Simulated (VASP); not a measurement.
# KI (P6_3/mmc) in VASP: a series of runs

Aim: see how the results for KI move with the level of theory and the settings. Levels: PBE, r2SCAN. Tasks: single point.

All numbers are computed with VASP 6.6.1; they aren't measurements. Logs are shortened: lines on timing, memory, paths and dates and some standing lists are left out, and cuts for length are marked.

### 1 The cell of the first run

Symmetry: P6_3/mmc, No. 194, hexagonal system. Conventional cell: a = 6.091 Å, b = 6.091 Å, c = 7.118 Å, α = 90.00°, β = 90.00°, γ = 120.00°. Within 4.6 Å of K (site symmetry -6m2) lie 5 I at 3.52 to 3.56 Å. Within 4.6 Å of I (site symmetry -6m2) lie 5 K at 3.52 to 3.56 Å.

### 2 Single point, PBE

INCAR reads:

```
  ALGO = Normal
  EDIFF = 1E-6
  ENCUT = 520
  GGA = PE
  ISIF = 2
  ISMEAR = 0
  LASPH = True
  LCHARG = False
  LREAL = False
  LWAVE = False
  NBANDS = 24
  NELM = 100
  PREC = Accurate
  SIGMA = 0.01
```

KPOINTS reads:

```
k-points
0
Gamma
  6 6 4
```

POSCAR reads:

```
KI
1.0
    6.0911065587      0.0000000000      0.0000000000
   -3.0455532794      5.2750530170      0.0000000000
    0.0000000000      0.0000000000      7.1175075049
K I
2 2
Direct
    0.3333333333      0.6666666667     -0.0625007815
    0.6666666667      0.3333333333      0.4374992185
    0.3333333333      0.6666666667      0.4375007815
    0.6666666667      0.3333333333      0.9375007815
```

Potentials or basis: VASP PAW PBE potentials, release 64 (K_sv, I).

Launch:

```
> cat potpaw_PBE.64/K_sv/POTCAR potpaw_PBE.64/I/POTCAR > POTCAR
> mpirun -np 1 vasp_std > vasp.out
```

OUTCAR:

```text
EDIFF = 1E-6
   ENCUT = 520
   GGA = PE
   ISIF = 2
   ISMEAR = 0
   LASPH = True
   LREAL = False
   NELM = 100
   PREC = Accurate

 ion  position               nearest neighbor table
   1  0.333  0.667  0.937-   4 3.52   4 3.52   4 3.52   3 3.56   3 3.56
   2  0.667  0.333  0.437-   3 3.52   3 3.52   3 3.52   4 3.56   4 3.56
   3  0.333  0.667  0.438-   2 3.52   2 3.52   2 3.52   1 3.56   1 3.56
   4  0.667  0.333  0.938-   1 3.52   1 3.52   1 3.52   2 3.56   2 3.56

  LATTYP: Found a hexagonal cell.
 ALAT       =     6.0911065587
 C/A-ratio  =     1.1685081251

  Lattice vectors:

 A1 = (   6.0911065587,   0.0000000000,   0.0000000000)
 A2 = (  -3.0455532794,   5.2750530170,   0.0000000000)
 A3 = (   0.0000000000,   0.0000000000,   7.1175075049)

Analysis of symmetry for initial positions (statically):
=====================================================================
 Subroutine PRICEL returns:
 Original cell was already a primitive cell.

 Routine SETGRP: Setting up the symmetry group for a
 hexagonal supercell.

 Subroutine GETGRP returns: Found 24 space group operations
 (whereof  6 operations were pure point group operations)
 out of a pool of 24 trial point group operations.

The static configuration has the point symmetry C_3v.
 The point group associated with its full space group is D_6h.

Analysis of symmetry for dynamics (positions and initial velocities):
=====================================================================
 Subroutine PRICEL returns:
 Original cell was already a primitive cell.

 Routine SETGRP: Setting up the symmetry group for a
 hexagonal supercell.

 Subroutine GETGRP returns: Found 24 space group operations
 (whereof  6 operations were pure point group operations)
 out of a pool of 24 trial point group operations.

The dynamic configuration has the point symmetry C_3v.
 The point group associated with its full space group is D_6h.

 Subroutine INISYM returns: Found 24 space group operations
 (whereof  6 operations are pure point group operations),
 and found     1 'primitive' translations

----------------------------------------------------------------------------------------

                                     Primitive cell

  volume of cell :     228.6920

[... 84 lines left out ...]
   LSORBIT =      F    spin-orbit coupling
   LASPH  =      T    aspherical Exc in radial PAW
   ENCUT  =  520.0 eV  38.22 Ry    6.18 a.u.  11.33 11.33 13.23*2*pi/ulx,y,z
   NELM   =    100;   NELMIN=  2; NELMDL= -5     # of ELM steps
   EDIFF  = 0.1E-05   stopping-criterion for ELM
   LREAL  =      F    real-space projection
   EDIFFG = 0.1E-04   stopping-criterion for IOM
   NSW    =      0    number of steps for IOM
   IBRION =     -1    ionic relax: 0-MD 1-quasi-New 2-CG
   NFREE  =      0    steps in history (QN), initial steepest desc. (CG)
   ISIF   =      2    stress and relaxation
   ISYM   =      2    0-nonsym 1-usesym 2-fastsym
   POTIM  = 0.5000    time-step for ionic-motion
   TEBEG  =    0.0;   TEEND  =   0.0 temperature during run
   PSTRESS=    0.0 pullay stress
   NELECT =      32.0000    total number of electrons
   NUPDOWN=      -1.0000    fix difference up-down
   EMIN   =  10.00;   EMAX   =-10.00  energy-range for DOS
   EFERMI =   0.00;   METHOD = LEGACY
   ISMEAR =     0;   SIGMA  =   0.01  broadening in eV -4-tet -1-fermi 0-gaus
   EFERMI_NEDOS =   21; number of points for ismear=-14 and -15
   IALGO  =     38    algorithm
   IMIX   =      4    mixing-type and parameters
     AMIX     =   0.40;   BMIX     =  1.00
     AMIX_MAG =   1.60;   BMIX_MAG =  1.00
  volume/ion in A,a.u.               =      57.17       385.82
  Fermi-wavevector in a.u.,A,eV,Ry     =   0.849913  1.606103  9.828199  0.722352
  Thomas-Fermi vector in A             =   1.965808
   LORBIT       =      0    0 simple, 1 ext, 2 COOP (PROOUT), +10 PAW based schemes
   GGA     = PE    functional components
   LHFCALC =     F    Hartree Fock is set to
   AEXX    =    0.0000 exact exchange contribution
   IVDW    =     0    specifies the selected vdW correction
   LEPSILON=     F    determine dielectric tensor
   LRPA    =     F    only Hartree local field effects (RPA)
 non-spin polarized calculation
 Gauss-broadening in eV      SIGMA  =   0.01
  energy-cutoff  :      520.00
  volume of cell :      228.69
 maximum number of plane-waves:      6207
 NGX is ok and might be reduce to    48
   NGX = 23   NGY = 23   NGZ = 27

 number of electron      32.0000002 magnetization

 Free energy of the ion-electron system (eV)
  ---------------------------------------------------
  ext. energy  EPLUGINS =         0.00000000
  ---------------------------------------------------
  free energy    TOTEN  =       -10.97159163 eV

  energy without entropy =      -10.97159163  energy(sigma->0) =      -10.97159163

 E-fermi :  -1.5071     XC(G=0):  -6.0418

 val. band max:       -1.5854901533   @ k =   0.0000   0.0000   0.0000
 cond. band min:       2.1641025791   @ k =   0.0000   0.0000   0.0000
 fundamental gap:      3.7495927324
 Fermi energy:        -1.5071149254

 k-point     1 :       0.0000    0.0000    0.0000
  band No.  band energies     occupation
      1     -30.2708      2.00000
      2     -30.2688      2.00000
      3     -13.7775      2.00000
      4     -13.7762      2.00000
      5     -13.7762      2.00000
      6     -13.7631      2.00000
[... 556 lines left out ...]
     23       5.8651      0.00000
     24       5.8651      0.00000

------------------------ aborting loop because EDIFF is reached ----------------------------------------

  FORCE on cell =-STRESS in cart. coord.  units (eV):
  Direction    XX          YY          ZZ          XY          YZ          ZX
  --------------------------------------------------------------------------------------
  -------------------------------------------------------------------------------------
  Total        0.0178521      0.0178521      0.0210204     -0.0000000     -0.0000000      0.0000000
  in kB        0.1250689      0.1250689      0.1472656     -0.0000000     -0.0000000      0.0000000
  external PRESSURE =       0.1324678 kB  Pullay stress =       0.0000000 kB

 VOLUME and BASIS-vectors are now :
 -----------------------------------------------------------------------------
  energy-cutoff  :      520.00
  volume of cell :      228.69
      direct lattice vectors                 reciprocal lattice vectors
     6.091106559  0.000000000  0.000000000     0.164173782  0.094785777  0.000000000
    -3.045553279  5.275053017  0.000000000     0.000000000  0.189571554  0.000000000
     0.000000000  0.000000000  7.117507505     0.000000000  0.000000000  0.140498622

 POSITION                                       TOTAL-FORCE (eV/Angst)
 -----------------------------------------------------------------------------------
     -0.00000      3.51670      6.67266        -0.000000      0.000000     -0.000000
      3.04555      1.75835      3.11390        -0.000000     -0.000000     -0.000000
     -0.00000      3.51670      3.11392         0.000000      0.000000      0.000000
      3.04555      1.75835      6.67267         0.000000     -0.000000     -0.000000
 -----------------------------------------------------------------------------------
    total drift:                               -0.000000      0.000000     -0.011729

  FREE ENERGIE OF THE ION-ELECTRON SYSTEM (eV)
  ---------------------------------------------------
  free  energy   TOTEN  =       -10.9715916350 eV

  energy  without entropy=      -10.9715916350  energy(sigma->0) =      -10.97159163
```

OSZICAR:

```text
N       E                     dE             d eps       ncg     rms          rms(c)
DAV:   1     0.217066145583E+03    0.21707E+03   -0.12764E+04  1008   0.107E+03
DAV:   2     0.972575823676E+01   -0.20734E+03   -0.19639E+03  1208   0.266E+02
DAV:   3    -0.105353517276E+02   -0.20261E+02   -0.20186E+02  1656   0.692E+01
DAV:   4    -0.112336885378E+02   -0.69834E+00   -0.69694E+00  1472   0.140E+01
DAV:   5    -0.112702636873E+02   -0.36575E-01   -0.36574E-01  1536   0.203E+00    0.399E+00
DAV:   6    -0.109819082068E+02    0.28836E+00   -0.35122E-01  1352   0.253E+00    0.286E+00
DAV:   7    -0.109422463476E+02    0.39662E-01   -0.43954E-01  1296   0.241E+00    0.123E+00
DAV:   8    -0.109662437574E+02   -0.23997E-01   -0.55889E-02  1312   0.109E+00    0.209E-01
DAV:   9    -0.109675272378E+02   -0.12835E-02   -0.26943E-03  1336   0.200E-01    0.130E-01
DAV:  10    -0.109712064422E+02   -0.36792E-02   -0.25888E-03  1064   0.224E-01    0.640E-02
DAV:  11    -0.109715222331E+02   -0.31579E-03   -0.23027E-04  1408   0.764E-02    0.245E-02
DAV:  12    -0.109715897650E+02   -0.67532E-04   -0.93108E-05  1296   0.605E-02    0.374E-02
DAV:  13    -0.109715882611E+02    0.15038E-05   -0.79720E-06  1336   0.167E-02    0.169E-02
DAV:  14    -0.109715912011E+02   -0.29400E-05   -0.54762E-06  1296   0.128E-02    0.230E-03
DAV:  15    -0.109715916350E+02   -0.43382E-06   -0.26219E-07  1000   0.310E-03
   1 F= -.10971592E+02 E0= -.10971592E+02  d E =-.823679E-31
```

stdout:

```text
POSCAR found type information on POSCAR K I
 POSCAR found :  2 types and       4 ions
 scaLAPACK will be used
 LDA part: xc-table for (Slater+PW92), standard interpolation
 POSCAR, INCAR and KPOINTS ok, starting setup
 FFT: planning ... GRIDC
 FFT: planning ... GRID_SOFT
 FFT: planning ... GRID
 WAVECAR not read
 entering main loop
```

Run time: 2.9 min. Hardware: 1 thread of Oxide Virtual Turin-like, shared host; peak memory 0.34 GiB.

Results:

```
Free energy            : -10.9716 eV
Pressure               : 0.0 GPa
Band gap on the k mesh : 3.75 eV
```

Caveat: the structure was generated, so it needn't be the stable form of KI; spin-orbit coupling is left out, which moves the levels of the heavy elements.

### 3 Single point, PBE (58.89 Å³/atom)

This run uses another cell than the first one, of 58.89 Å³/atom.

INCAR reads:

```
PREC = Accurate
ENCUT = 520
EDIFF = 1E-7
ISMEAR = 0
SIGMA = 0.01
LREAL = F
LASPH = T
NELM = 80
ALGO = Normal
ISIF = 2
LWAVE = F
LCHARG = F
GGA = PE
NBANDS = 24
```

KPOINTS reads:

```
regular mesh
0
Gamma
  6 6 4
```

POSCAR reads:

```
KI
1.0
    6.1514184668      0.0000000000      0.0000000000
   -3.0757092334      5.3272846615      0.0000000000
    0.0000000000      0.0000000000      7.1879824596
K I
2 2
Direct
    0.3333333333      0.6666666667     -0.0625007815
    0.6666666667      0.3333333333      0.4374992185
    0.3333333333      0.6666666667      0.4375007815
    0.6666666667      0.3333333333      0.9375007815
```

Potentials or basis: VASP PAW PBE potentials, release 64 (K_sv, I).

Launch:

```
> cat potpaw_PBE.64/K_sv/POTCAR potpaw_PBE.64/I/POTCAR > POTCAR
> mpirun -np 1 vasp_std > vasp.out
```

It took 3.1 min on 1 thread of Oxide Virtual Turin-like, shared host; peak memory 0.35 GiB.

It converged, with:

- Free energy: -10.9676 eV
- Pressure: -0.2 GPa
- Band gap on the k mesh: 3.71 eV

Levels at points of the mesh, in eV from the valence-band top:
```
           k point  band 14  band 15  band 16  band 17  band 18  band 19
(0.00, 0.00, 0.00)    -0.25    -0.25     0.00     3.71     5.66     6.37
(0.50, 0.00, 0.00)    -0.45    -0.27    -0.14     5.33     5.42     5.85
(0.00, 0.00, 0.50)    -0.38    -0.38    -0.38     4.84     4.84     6.90
(0.50, 0.00, 0.50)    -0.36    -0.23    -0.23     5.42     5.42     6.94
```

Caveat: the structure was generated, so it needn't be the stable form of KI; spin-orbit coupling is left out, which moves the levels of the heavy elements. A k mesh can miss the band edges.

### 4 Single point, PBE (60.60 Å³/atom)

This run uses another cell than the first one, of 60.60 Å³/atom.

INCAR reads:

```
PREC     = Accurate       # precision mode
ENCUT    = 520            # plane-wave cutoff, eV
EDIFF    = 1E-6           # SCF threshold, eV
ISMEAR   = 0              # smearing method
SIGMA    = 0.01           # smearing width, eV
LREAL    = False          # projectors in reciprocal space
LASPH    = True           # aspherical terms in the spheres
NELM     = 80             # most SCF steps
ALGO     = Normal         # electronic algorithm
ISIF     = 2              # what is computed and relaxed
LWAVE    = False          # write WAVECAR
LCHARG   = True           # write CHGCAR
GGA      = PE             # functional
LELF     = True           # ELF
LVHAR    = True         
NBANDS   = 24             # bands
```

KPOINTS reads:

```
Automatic mesh
0
Gamma
  6 6 4
```

POSCAR reads:

```
KI
1.0
    6.2105703500      0.0000000000      0.0000000000
   -3.1052851750      5.3785116951      0.0000000000
    0.0000000000      0.0000000000      7.2571019157
K I
2 2
Direct
    0.3333333333      0.6666666667     -0.0625007815
    0.6666666667      0.3333333333      0.4374992185
    0.3333333333      0.6666666667      0.4375007815
    0.6666666667      0.3333333333      0.9375007815
```

Launch:

```
> cat potpaw_PBE.64/K_sv/POTCAR potpaw_PBE.64/I/POTCAR > POTCAR
> mpirun -np 1 vasp_std > vasp.out
```

Wall time 3.2 min (1 thread of Oxide Virtual Turin-like, shared host); peak memory 0.38 GiB.

The run converged. Its results:

* Free energy: -10.9544 eV
* Pressure: -0.4 GPa
* Band gap on the k mesh: 3.68 eV

Stress tensor (GPa, compression positive):
```
-0.37  0.00  0.00
 0.00 -0.37  0.00
 0.00  0.00 -0.44
```

Levels at points of the mesh, in eV from the valence-band top:
| k point | band 13 | band 14 | band 15 | band 16 | band 17 | band 18 | band 19 | band 20 |
| --- | --- | --- | --- | --- | --- | --- | --- | --- |
| (0.00, 0.00, 0.00) | -0.46 | -0.23 | -0.23 | 0.00 | 3.68 | 5.60 | 6.37 | 6.37 |
| (0.50, 0.00, 0.00) | -0.49 | -0.43 | -0.26 | -0.13 | 5.33 | 5.34 | 5.85 | 5.90 |
| (0.00, 0.00, 0.50) | -0.35 | -0.35 | -0.35 | -0.35 | 4.79 | 4.79 | 6.87 | 6.87 |
| (0.50, 0.00, 0.50) | -0.34 | -0.34 | -0.21 | -0.21 | 5.40 | 5.40 | 6.85 | 6.85 |

Caveat: the structure was generated, so it needn't be the stable form of KI; spin-orbit coupling is left out, which moves the levels of the heavy elements.

[end of part 1 of 2]
